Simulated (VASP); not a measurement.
Set up this calculation in VASP 6.6.1, as the native input.

```
Task                   : single point
Functional             : PBE
Potentials or basis    : VASP PAW PBE potentials, release 64 (Co, Si, B)
Cutoff                 : 520 eV
k mesh                 : 1 × 1 × 1
Occupations            : methfessel-paxton, width 0.1 eV
Spin                   : no spin polarisation
Dipole correction      : no
Further INCAR settings : LREAL = Auto; ALGO = Normal; EDIFF = 1e-06; NBANDS = 128
```

The structure of Co12Si24B (a cell with a defect) lies in POSCAR:

```
Co12Si24B
1.0
    0.0000000000      5.3602887400      5.3602887400
    5.3602887400      0.0000000000      5.3602887400
    8.0404331200      8.0404331200      0.0000000000
Co Si B
12 24 1
Direct
    0.0030310867     -0.0107217172      0.0081098243
   -0.0044775573      0.0141744230      0.3399682529
    0.0412473116      0.0012628984      0.6674279134
   -0.0130120789      0.5020750990      0.0073427015
    0.0003172404      0.5042059544      0.3375331228
   -0.0085918879      0.5220015443      0.6671461500
    0.4866527022      0.0051422603     -0.0066423039
    0.5081590997      0.0000305021      0.3314813344
    0.5062906369      0.0125799193      0.6673243742
    0.5024884163      0.4831819937     -0.0020990163
    0.4913646685      0.5143919728      0.3292302119
    0.5050982571      0.4910161798      0.6681103393
    0.3746300055      0.3724381459      0.2476719811
    0.1192755710      0.1305669403      0.0897815440
    0.3591076140      0.3962503893      0.5795909786
    0.1378282096      0.1323374606      0.4189096470
    0.3507649664      0.3726822559      0.9152709052
    0.1313414322      0.1497988334      0.7603298117
    0.3684791241      0.8858592756      0.2468062939
    0.1295572932      0.6186158360      0.0889834527
    0.4008648795      0.8659670636      0.5816561658
    0.1201154511      0.6436034824      0.4173264611
    0.3687726717      0.8533027271      0.9209950371
    0.1254140463      0.6328318612      0.7545446134
    0.8650566648      0.3835846537      0.2535621489
    0.6351820145      0.1184098527      0.0824581201
    0.8811568237      0.3824458158      0.5864992507
    0.6251283583      0.1387398209      0.4156745601
    0.8717023889      0.3695689908      0.9197696678
    0.6998934539      0.1048719626      0.7488877664
    0.8753010757      0.8764789973      0.2549199116
    0.6224738371      0.6305528795      0.0791929353
    0.8827017964      0.8841644042      0.5874129452
    0.6304161331      0.6275918450      0.4172663897
    0.8724072017      0.8670567437      0.9267449140
    0.6254598703      0.6323428950      0.7497609159
    0.4022274927      0.1961335575      0.7878624703
```

One way to write it, as run:

INCAR

```
ALGO = Normal ; EDIFF = 1E-6
ENCUT = 520 ; GGA = PE
GGA_COMPAT = F ; ISIF = 2
ISMEAR = 1 ; LASPH = T
LCHARG = T ; LELF = T
LREAL = Auto ; LVHAR = T
LWAVE = F ; NBANDS = 128
NELM = 120 ; PREC = Accurate
SIGMA = 0.1
```

KPOINTS

```
k-points
0
Gamma
  1 1 1
```

Potentials or basis: VASP PAW PBE potentials, release 64 (Co, Si, B).

Run with:

```console
$ cat potpaw_PBE.64/Co/POTCAR potpaw_PBE.64/Si/POTCAR potpaw_PBE.64/B/POTCAR > POTCAR
$ mpirun -np 1 vasp_gam > vasp.out
```

Results of the run:

The pressure is 1.0 GPa. The largest force is 0.563 eV/Å. The band gap on the k mesh is zero (an odd number of electrons rules out a gap without spin polarisation).

Caveat: the k points lie up to 1.02 Å⁻¹ apart, too coarse for converged energies and pressures of a metal; the run has no spin polarisation, though such a crystal can be magnetic.

Run time: 8.2 min on 1 thread of Intel Xeon 8259CL, on a shared host, peak memory 0.59 GiB.
